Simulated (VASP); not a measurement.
Write the native input for VASP 6.6.1 that does the following.

* Task: single point
* Functional: LDA
* Potentials or basis: VASP PAW LDA potentials, release 64 (Ba_sv, Ir_sv_GW, O)
* Cutoff: 700 eV
* k mesh: 9 × 9 × 9
* Occupations: fermi-dirac, width 0.1 eV
* Spin: no spin polarisation
* Dipole correction: no
* Further INCAR settings: ALGO = Normal; EDIFF = 1e-06; NBANDS = 40

The structure of Ba2IrO4 lies in POSCAR:

```
Ba2IrO4
1.0
   -1.9469479636      1.9469479636      6.4865274682
    1.9469479636     -1.9469479636      6.4865274682
    1.9469479636      1.9469479636     -6.4865274682
Ba Ir O
2 1 4
Direct
    0.3549070000      0.3549070000      0.0000000000
    0.6450930000      0.6450930000      0.0000000000
    0.0000000000      0.0000000000      0.0000000000
    0.5000000000      0.0000000000      0.5000000000
    0.1542060000      0.1542060000      0.0000000000
    0.8457940000      0.8457940000      0.0000000000
    0.0000000000      0.5000000000      0.5000000000
```

One way to write it, as run:

INCAR

```
SYSTEM = Ba2IrO4
PREC = Accurate ; ENCUT = 700
EDIFF = 1E-6 ; ISMEAR = -1
SIGMA = 0.1 ; LREAL = .False.
LASPH = .True. ; NELM = 120
ALGO = Normal ; ISIF = 2
LWAVE = .False. ; LCHARG = .True.
GGA = CA ; LELF = .True.
LVHAR = .True. ; NBANDS = 40
GGA_COMPAT = .False.
```

KPOINTS

```
regular mesh
0
Gamma
  9 9 9
  0 0 0
```

Potentials or basis: VASP PAW LDA potentials, release 64 (Ba_sv, Ir_sv_GW, O).

Command:

```bash
$ cat potpaw_LDA.64/Ba_sv/POTCAR potpaw_LDA.64/Ir_sv_GW/POTCAR potpaw_LDA.64/O/POTCAR > POTCAR
$ mpirun -np 1 vasp_std > vasp.out
```

It gave:

```yaml
Pressure: 9.3 GPa
Largest_force: 0.477 eV/Å
Band_gap_on_the_k_mesh: zero (an odd number of electrons rules out a gap without spin polarisation)
```

Caveat: the cell stands under pressure; spin-orbit coupling is left out, which moves the levels of the heavy elements; an odd number of electrons without spin polarisation forces a metal; a magnetic or distorted state may lie lower.

It took 17 min on 1 thread of Intel(R) Xeon(R) Platinum 8375C CPU @ 2.90GHz (Ice Lake) (shared host), peak memory 0.7 GiB.
